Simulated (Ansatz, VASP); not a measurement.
## GaN: VASP beside Ansatz

```
CELL_PARAMETERS angstrom
0.00000 2.25350 2.25350
2.25350 0.00000 2.25350
2.25350 2.25350 0.00000
ATOMIC_POSITIONS crystal
Ga 0.99991 0.00109 0.00171
N 0.75046 0.74460 0.74147
```

Alike in both runs: task single point; functional PBE; k mesh 5 × 5 × 5; no spin polarisation.

```csv
,VASP,Ansatz
version,VASP 6.6.1,Ansatz 0.2.0
potentials or method,"VASP PAW PBE potentials, release 64 (Ga_d, N), cutoff 600 eV","plane waves, PAW"
occupations,"gaussian, width 0.01 eV",fixed
valence electrons in the cell,18,18
```

VASP gave:

| Property | Result |
| --- | --- |
| rms of the force components (eV/Å) | 0.302 |

Task: Estimate Ansatz's values.

Result: rms of the force components (eV/Å): 0.306.

Atom by atom the forces differ by 0.005 eV/Å (rms over components).

The k mesh is coarse, so the values compare programs but aren't converged.
